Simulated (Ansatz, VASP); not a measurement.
## Two plane-wave programs on In3As

```
In As
1.0
     6.81211    0.00000    0.00000
    -3.40605    5.89946    0.00000
     0.00000    0.00000    5.15660
In As
6 2
Cartesian
  3.4061 3.8711 1.2891
  -1.6495 4.8853 3.8674
  1.7566 1.0142 1.2891
  0.0000 2.0283 3.8674
  5.0555 1.0142 1.2891
  1.6495 4.8853 3.8674
  0.0000 3.9330 1.2891
  3.4061 1.9665 3.8674
```

Alike in both runs: functional PBE; k mesh 6 × 6 × 8; occupations gaussian, width 0.1 eV; no spin polarisation.

Ansatz relaxed the structure, and its values are those at the end. VASP's run is a single point on that final structure, the one shown.

|  | VASP | Ansatz |
| --- | --- | --- |
| version | VASP 6.6.1 | Ansatz 0.2.0 |
| potentials or method | VASP PAW PBE potentials, release 64 (In_d, As), cutoff 520 eV | scalar-relativistic, plane waves, PAW |
| valence electrons in the cell | 88 | 108 |

|  | VASP | Ansatz | Ansatz less VASP |
| --- | --- | --- | --- |
| gap on the k mesh at the Fermi level (eV) | none | none | - |
| pressure (GPa) | 0.0 | 0.0 | -0.01 |

A gap of «none» marks a metal or a gap that the smearing closes. VASP's potentials hold 88 valence electrons a cell and Ansatz's 108, so a difference there can come from the potentials and not from the codes.
